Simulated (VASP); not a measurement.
Na, 1 atom in the cell. The structure is cubic, space group Im-3m (No. 229). Conventional cell: a = 4.253 Å, b = 4.253 Å, c = 4.253 Å, α = 90.00°, β = 90.00°, γ = 90.00°. Within 4.8 Å of Na (site symmetry m-3m) lie 14 Na at 3.68 to 4.25 Å. 

| Item | Value |
| --- | --- |
| Program | VASP 6.6.1 |
| Task | single point |
| Functional | PBE |
| Potentials or basis | VASP PAW PBE potentials, release 64 (Na_pv) |
| Cutoff | 520 eV |
| k mesh | 9 × 9 × 9 |
| Occupations | methfessel-paxton, width 0.1 eV |
| Spin | no spin polarisation |
| Dipole correction | no |
| Further INCAR settings | ALGO = Normal; EDIFF = 1e-07; NBANDS = 10 |

Potentials or basis: VASP PAW PBE potentials, release 64 (Na_pv).

Command:

```console
$ cat potpaw_PBE.64/Na_pv/POTCAR > POTCAR
$ mpirun -np 1 vasp_std > vasp.out
```

Hardware: 1 thread of AMD EPYC 7R43 64-Core Processor (Zen 3), on a shared host.

Task: How long does it take, and how much memory?

Result: Wall time 9 s on 1 thread of AMD EPYC 7R43 64-Core Processor (Zen 3), on a shared host, peak memory 0.11 GiB. Counts: scf iterations 10, k points 35.
